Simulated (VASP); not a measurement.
Input of a VASP 6.6.1 run:

File INCAR:

```
SYSTEM = Zn
PREC = Accurate
ENCUT = 600
EDIFF = 1E-6
ISMEAR = 0
SIGMA = 0.1
LREAL = .False.
LASPH = .True.
NELM = 60
ALGO = Fast
ISIF = 4
LWAVE = .False.
LCHARG = .False.
GGA = PS
IBRION = 2
NSW = 50
EDIFFG = -0.01
```

Contents of KPOINTS:

```
Automatic mesh
0
Gamma
  18 18 8
  0 0 0
```

POSCAR

```
Zn
1.0
    2.5458209489      0.0000000000      0.0000000000
   -1.2729104744      2.2047456152      0.0000000000
    0.0000000000      0.0000000000      4.6200044700
Zn
2
Direct
    0.3333333333      0.6666666667      0.2500000000
    0.6666666667      0.3333333333      0.7500000000
```

Potentials or basis: VASP PAW PBE potentials, release 64 (Zn).

Launch:

```sh
$ cat potpaw_PBE.64/Zn/POTCAR > POTCAR
$ mpirun -np 1 vasp_std > vasp.out
```

Question: What does it give for the band gap on the k mesh?

Answer: Zero (band 12 reaches 5.83 eV, above the bottom of band 13 at 2.85 eV).

Step by step:
```tsv
step	energy change (eV)	largest force (eV/Å)	pressure (GPa)	volume (Å³)
1	0.0000	0.0000	10.42	25.93
2	-0.0006	0.0000	10.23	25.93
3	-0.0017	0.0000	9.66	25.93
4	-0.0066	0.0000	9.39	25.93
5	-0.0065	0.0000	8.50	25.93
6	-0.0075	0.0000	8.92	25.93
7	-0.0077	0.0000	8.14	25.93
```

Caveat: the cell differs from its parent crystal (volume scaled by 0.91); the PAW data sets were made with another functional, which shifts forces and pressure a little.
